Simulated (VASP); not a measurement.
# LiBe16 (a cell with a defect) in VASP: further runs, part 2 of 2

VASP 6.6.1.

## 3. Single point, PBE

Contents of INCAR:

```
SYSTEM = LiBe16
  PREC = Accurate
  ENCUT = 520
  EDIFF = 1E-7
  ISMEAR = 0
  SIGMA = 0.05
  LREAL = Auto
  LASPH = .True.
  NELM = 100
  ALGO = Normal
  ISIF = 2
  LWAVE = .False.
  LCHARG = .True.
  GGA = PE
  LELF = .True.
  LVHAR = .True.
  NBANDS = 32
```

Contents of KPOINTS:

```
regular mesh
0
Gamma
  5 5 3
  0 0 0
```

Contents of POSCAR:

```
LiBe16
1.0
   -2.2900000000     -3.9663960000      0.0000000000
    3.4350000000     -1.9831980000      0.0000000000
    0.0000000000      0.0000000000      7.1768600000
Be Li
16 1
Direct
    0.7513992577      0.5084469578     -0.0013820807
    0.4974960681      0.3280457048      0.2270761865
    0.8117062254      0.4983403948      0.5305477604
    0.5035684238      0.3642476537      0.7482822571
    0.4970002282      0.0104988421     -0.0235550087
    0.2396755883      0.8736993005      0.2082548635
    0.5897414862      0.0937106269      0.4867729063
    0.2448421875      0.8651556359      0.7207359486
    0.2455494856      0.5017363383     -0.0026429386
   -0.0045422631      0.3596914752      0.2707305145
    0.2111061719      0.2931589909      0.5347784407
   -0.0077455876      0.3472185166      0.7735185025
   -0.0041037175      0.0003640427     -0.0176826634
    0.7383501589      0.8457062195      0.2212099720
   -0.0043702325     -0.0854730225      0.4544185061
    0.7517670150      0.8539980974      0.7387048096
    0.4246524235      0.6684160261      0.4444187291
```

Potentials or basis: VASP PAW PBE potentials, release 64 (Be, Li_sv).

On the command line:

```console
> cat potpaw_PBE.64/Be/POTCAR potpaw_PBE.64/Li_sv/POTCAR > POTCAR
> mpirun -np 1 vasp_std > vasp.out
```

OUTCAR:

```text
SYSTEM = LiBe16
   PREC = Accurate
   ENCUT = 520
   EDIFF = 1E-7
   ISMEAR = 0
   LREAL = Auto
   LASPH = .True.
   NELM = 100
   ISIF = 2
   GGA = PE

 ion  position               nearest neighbor table
   1  0.751  0.508  0.999-  12 2.06  14 2.08   2 2.13   4 2.20  13 2.25   9 2.26   5 2.30  13 2.31
                             5 2.31  16 2.31   9 2.32  10 2.33
   2  0.497  0.328  0.227-  17 2.09   7 2.13   9 2.13   1 2.13   6 2.16   5 2.20  14 2.21  10 2.31
                            10 2.32  14 2.33
   3  0.812  0.498  0.531-   7 1.93  15 1.93  17 1.99  11 2.00  12 2.02  16 2.07  10 2.12   4 2.17
[... 17 lines left out ...]
  12  0.992  0.347  0.774-  11 2.00   3 2.02  13 2.03   1 2.06   9 2.07   4 2.25  16 2.26   8 2.27
                            16 2.31   4 2.35   8 2.39
  13  0.996  0.000  0.982-   6 2.03  12 2.03  16 2.15  14 2.17   1 2.25   8 2.26   5 2.29   9 2.29
                             5 2.30   9 2.30   1 2.31
  14  0.738  0.846  0.221-  15 2.07   1 2.08  13 2.17   5 2.18   2 2.21   7 2.25  17 2.26  10 2.29
                             6 2.29   6 2.30   2 2.33  10 2.38
  15  0.996  0.915  0.454-  11 1.89   3 1.93   7 2.00  14 2.07   6 2.10  17 2.20  10 2.20   8 2.23
                            16 2.34
  16  0.752  0.854  0.739-   3 2.07  13 2.15   5 2.16   7 2.17   4 2.25  12 2.26   8 2.26  12 2.31
                             1 2.31   4 2.32   8 2.33  15 2.34
[... 993 lines left out ...]

 [... further k-points ...]

 [bands above 29 left out]

------------------------ aborting loop because EDIFF is reached ----------------------------------------

  FORCE on cell =-STRESS in cart. coord.  units (eV):
  Direction    XX          YY          ZZ          XY          YZ          ZX
  --------------------------------------------------------------------------------------
  -------------------------------------------------------------------------------------
  Total        8.3546855      9.3707603     12.9965119     -0.9342230     -1.2629756     -0.6929549
  in kB      102.6702609    115.1567462    159.7134047    -11.4806144    -15.5206366     -8.5156837
  external PRESSURE =     125.8468039 kB  Pullay stress =       0.0000000 kB

 VOLUME and BASIS-vectors are now :
 -----------------------------------------------------------------------------
  energy-cutoff  :      520.00
  volume of cell :      130.38
      direct lattice vectors                 reciprocal lattice vectors
    -2.290000000 -3.966396000  0.000000000    -0.109170306 -0.189088533  0.000000000
     3.435000000 -1.983198000  0.000000000     0.218340611 -0.126059022  0.000000000
     0.000000000  0.000000000  7.176860000     0.000000000  0.000000000  0.139336702

 POSITION                                       TOTAL-FORCE (eV/Angst)
 -----------------------------------------------------------------------------------
      0.02581     -3.98870      7.16694        -0.027806      0.006417     -0.059007
     -0.01243     -2.62385      1.62969         0.014191     -0.079648     -0.059069
     -0.14701     -4.20786      3.80767         0.035870     -0.073218     -0.218844
      0.09802     -2.71973      5.37032        -0.009541     -0.115363     -0.021939
     -1.10207     -1.99212      7.00781        -0.033606     -0.038454      0.067468
      2.45230     -2.68337      1.49462        -0.017422     -0.049009     -0.036588
[... 9 lines left out ...]
      1.21194     -4.67545      5.30158        -0.061149      0.062873     -0.049011
      1.32355     -3.00994      3.18953         0.142983      0.166443      0.411364
 -----------------------------------------------------------------------------------
    total drift:                                0.000467      0.001174     -0.001783

  FREE ENERGIE OF THE ION-ELECTRON SYSTEM (eV)
  ---------------------------------------------------
  free  energy   TOTEN  =       -57.2052780812 eV

  energy  without entropy=      -57.2026502028  energy(sigma->0) =      -57.20396414
```

OSZICAR:

```text
N       E                     dE             d eps       ncg     rms          rms(c)
DAV:   1     0.693797375821E+02    0.69380E+02   -0.13574E+04  2432   0.967E+02
DAV:   2    -0.488430684817E+02   -0.11822E+03   -0.11055E+03  2960   0.201E+02
DAV:   3    -0.580521149910E+02   -0.92090E+01   -0.90064E+01  4032   0.420E+01
DAV:   4    -0.586033555650E+02   -0.55124E+00   -0.54500E+00  3488   0.859E+00
DAV:   5    -0.586119563951E+02   -0.86008E-02   -0.85985E-02  3336   0.123E+00    0.472E+00
DAV:   6    -0.573810274567E+02    0.12309E+01   -0.18182E+00  3048   0.691E+00    0.249E+00
DAV:   7    -0.572469943737E+02    0.13403E+00   -0.47305E-01  3016   0.313E+00    0.144E+00
DAV:   8    -0.572064685273E+02    0.40526E-01   -0.73859E-02  3448   0.143E+00    0.502E-01
DAV:   9    -0.572051217719E+02    0.13468E-02   -0.95626E-03  3200   0.568E-01    0.131E-01
DAV:  10    -0.572052637975E+02   -0.14203E-03   -0.83396E-04  3472   0.186E-01    0.339E-02
DAV:  11    -0.572052727786E+02   -0.89811E-05   -0.92234E-05  3544   0.628E-02    0.630E-03
DAV:  12    -0.572052767390E+02   -0.39604E-05   -0.93879E-06  3448   0.206E-02    0.236E-03
DAV:  13    -0.572052778916E+02   -0.11526E-05   -0.14699E-06  3248   0.786E-03    0.748E-04
DAV:  14    -0.572052780685E+02   -0.17693E-06   -0.13693E-07  2536   0.259E-03    0.293E-04
DAV:  15    -0.572052780812E+02   -0.12706E-07   -0.39666E-08  2040   0.140E-03
   1 F= -.57205278E+02 E0= -.57203964E+02  d E =-.262788E-02
```

stdout:

```text
POSCAR found type information on POSCAR BeLi
 POSCAR found :  2 types and      17 ions
 scaLAPACK will be used
 LDA part: xc-table for (Slater+PW92), standard interpolation
 POSCAR, INCAR and KPOINTS ok, starting setup
 FFT: planning ... GRIDC
 FFT: planning ... GRID_SOFT
 FFT: planning ... GRID
 WAVECAR not read
 entering main loop
```

Run time: 3 min. Hardware: 1 thread of Intel Xeon 6975P-C (Granite Rapids), shared host; peak memory 0.27 GiB.

What came out:

| Item | Value |
| --- | --- |
| Free energy | -57.2053 eV |
| Largest force | 0.466 eV/Å |
| Band gap on the k mesh | zero (an odd number of electrons rules out a gap without spin polarisation) |

Forces on the atoms (eV/Å):
```
Be  -0.028  0.006 -0.059
Be   0.014 -0.080 -0.059
Be   0.036 -0.073 -0.219
Be  -0.010 -0.115 -0.022
Be  -0.034 -0.038  0.067
Be  -0.017 -0.049 -0.037
Be  -0.016  0.053 -0.102
Be  -0.016  0.053  0.056
Be   0.025 -0.097  0.043
Be   0.092 -0.046 -0.228
Be  -0.107  0.033 -0.157
Be  -0.024 -0.003  0.116
Be   0.058 -0.004 -0.028
Be  -0.007 -0.040  0.044
Be  -0.047  0.171  0.220
Be  -0.061  0.063 -0.049
Li   0.143  0.166  0.411
```

Levels at points of the mesh, in eV from the Fermi level:
```csv
k point,band 15,band 16,band 17,band 18,band 19,band 20
"(0.00, 0.00, 0.00)",-3.13,-0.76,-0.60,0.35,0.68,0.87
```

Caveat: the cutoff is under 1.25 times the usual one of these potentials, so pressure, stress and relaxed cells hold a basis-set (Pulay) error.
